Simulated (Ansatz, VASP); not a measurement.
In3SbAs2 in VASP and in Ansatz

```
CELL_PARAMETERS angstrom
4.48101 0.00000 0.00000
-2.24050 3.88066 0.00000
0.00000 0.00000 10.99113
ATOMIC_POSITIONS crystal
In 0.00000 0.00000 0.00025
In 0.33333 0.66667 0.67895
In 0.66667 0.33333 0.31995
Sb 0.33333 0.66667 0.41821
As 0.00000 0.00000 0.75587
As 0.66667 0.33333 0.07677
```

Alike in both runs: task relaxation of cell and atoms; functional PBE; k mesh 12 × 12 × 4; occupations gaussian, width 0.1 eV; no spin polarisation.

|  | VASP | Ansatz |
| --- | --- | --- |
| version | VASP 6.6.1 | Ansatz 0.2.0 |
| potentials or method | VASP PAW PBE potentials, release 64 (In_d, Sb, As), cutoff 600 eV | scalar-relativistic, plane waves, PAW |
| valence electrons in the cell | 54 | 84 |

|  | VASP | Ansatz | Ansatz less VASP |
| --- | --- | --- | --- |
| gap on the k mesh at the Fermi level, each at its own relaxed structure (eV) | none | none | - |
| relaxed volume (Å³/atom) | 31.88 | 31.85 | -0.028 |
| relaxed length of the cell vector where the two differ most in proportion (Å) | 10.995 | 10.991 | -0.0038 |

A gap of «none» marks a metal or a gap that the smearing closes. VASP's potentials hold 54 valence electrons a cell and Ansatz's 84, so a difference there can come from the potentials and not from the codes.

Neither program's run includes spin-orbit coupling.
